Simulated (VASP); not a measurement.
Set up this calculation in VASP 6.6.1, as the native input.

```
Task                   : single point
Functional             : r2SCAN
Potentials or basis    : VASP PAW PBE potentials, release 64 (Cu, O)
Cutoff                 : 520 eV
k mesh                 : 2 × 2 × 2
Occupations            : gaussian, width 0.1 eV
Spin                   : collinear spin, ferromagnetic start
Starting moments       : [0.69, 0.69, 0.36, 0.36] μB
Dipole correction      : no
Further INCAR settings : ALGO = Normal; EDIFF = 1e-06; NBANDS = 29
```

The system is CuO.

```
CELL_PARAMETERS angstrom
1.99097 -2.15355 0.00000
1.99097 2.15355 0.00000
0.00000 0.00000 5.15593
ATOMIC_POSITIONS crystal
Cu 0.00000 0.50000 0.00000
Cu 0.50000 0.00000 0.50000
O 0.50000 0.50000 0.25000
O 0.50000 0.50000 0.75000
```

These files were run (other wordings do the same):

POSCAR

```
CuO
1.0
    1.9909680000     -2.1535500000      0.0000000000
    1.9909680000      2.1535500000      0.0000000000
    0.0000000000      0.0000000000      5.1559280000
Cu O
2 2
Direct
    0.0000000000      0.5000000000      0.0000000000
    0.5000000000      0.0000000000      0.5000000000
    0.5000000000      0.5000000000      0.2500000000
    0.5000000000      0.5000000000      0.7500000000
```

INCAR.step1

```
SYSTEM = CuO
PREC     = Accurate       ! precision mode
ENCUT    = 520            ! plane-wave cutoff, eV
ISMEAR   = 0              ! smearing method
SIGMA    = 0.1            ! smearing width, eV
LREAL    = .False.        ! projectors in reciprocal space
LASPH    = .True.         ! aspherical terms in the spheres
NELM     = 150            ! most SCF steps
ISPIN    = 2              ! spin polarisation
MAGMOM   = 0.69 0.69 0.36 0.36 ! initial moments
LMAXMIX  = 4              ! l up to which the mixer works
NBANDS   = 29             ! bands
GGA      = PE             ! functional
ALGO     = Normal         ! electronic algorithm
EDIFF    = 1E-4           ! SCF threshold, eV
LWAVE    = .True.         ! write WAVECAR
LCHARG   = .False.        ! write CHGCAR
```

INCAR.step2

```
SYSTEM = CuO
PREC     = Accurate       ! precision mode
ENCUT    = 520            ! plane-wave cutoff, eV
EDIFF    = 1E-6           ! SCF threshold, eV
ISMEAR   = 0              ! smearing method
SIGMA    = 0.1            ! smearing width, eV
LREAL    = .False.        ! projectors in reciprocal space
LASPH    = .True.         ! aspherical terms in the spheres
NELM     = 150            ! most SCF steps
ALGO     = Normal         ! electronic algorithm
ISIF     = 2              ! what is computed and relaxed
LWAVE    = .False.        ! write WAVECAR
LCHARG   = .True.         ! write CHGCAR
ISPIN    = 2              ! spin polarisation
MAGMOM   = 0.69 0.69 0.36 0.36 ! initial moments
LORBIT   = 11             ! projections on sites
LMAXMIX  = 4              ! l up to which the mixer works
METAGGA  = R2SCAN         ! meta-GGA
LMIXTAU  = .True.       
LELF     = .True.         ! ELF
LVHAR    = .True.       
NBANDS   = 29             ! bands
ISTART   = 1
```

KPOINTS

```
Automatic mesh
0
Gamma
  2 2 2
  0 0 0
```

Potentials or basis: VASP PAW PBE potentials, release 64 (Cu, O).

Launch:

```bash
$ cat potpaw_PBE.64/Cu/POTCAR potpaw_PBE.64/O/POTCAR > POTCAR
$ cp INCAR.step1 INCAR
$ mpirun -np 1 vasp_std > vasp.out
$ cp INCAR.step2 INCAR
$ mpirun -np 1 vasp_std > vasp.out
```

Results of the run:

The pressure is -0.4 GPa and the band gap on the k mesh is zero (filled and empty bands overlap). The net moment is 0.00 μB per cell. The valence electrons inside the program's atomic spheres are Cu 9.93; O 5.00.

Caveat: the k points lie up to 1.07 Å⁻¹ apart, too coarse for converged energies and pressures of a metal; the PAW data sets were made with another functional, which shifts forces and pressure a little; semilocal functionals often make such compounds metallic where correlation or magnetic order opens a gap, which also shifts bond lengths.

Run time: 86 s on 1 thread of Intel(R) Xeon(R) 6975P-C (Granite Rapids), with other jobs on the host, peak memory 0.18 GiB.
